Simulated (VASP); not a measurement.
A run of VASP 6.6.1 is set up as follows.

INCAR

```
PREC = Accurate
ENCUT = 520
EDIFF = 1E-6
ISMEAR = -1
SIGMA = 0.15
LREAL = F
LASPH = T
NELM = 80
ALGO = Normal
ISIF = 2
LWAVE = F
LCHARG = T
GGA = PE
IVDW = 12
LELF = T
LVHAR = T
NBANDS = 13
```

Contents of KPOINTS:

```
regular mesh
0
Gamma
  18 18 18
```

POSCAR

```
SO
1.0
    1.4218496617      0.8209052849      4.0717979346
   -1.4218496617      0.8209052849      4.0717979346
    0.0000000000     -1.6418105699      4.0717979346
S O
1 1
Direct
    0.0609767933      0.0609767933      0.0609767933
    0.9390232067      0.9390232067      0.9390232067
```

Potentials or basis: VASP PAW PBE potentials, release 64 (S, O).

Launch:

```console
$ cat potpaw_PBE.64/S/POTCAR potpaw_PBE.64/O/POTCAR > POTCAR
$ mpirun -np 1 vasp_std > vasp.out
```

Predict the band gap on the k mesh.

zero (bands 6 and 7 overlap by 4.36 eV).

Predict the dispersion energy per atom.

-0.196 eV.

Stress tensor (GPa, compression positive):
```
-0.19  0.00  0.00
 0.00 -0.19  0.00
 0.00  0.00 -2.15
```
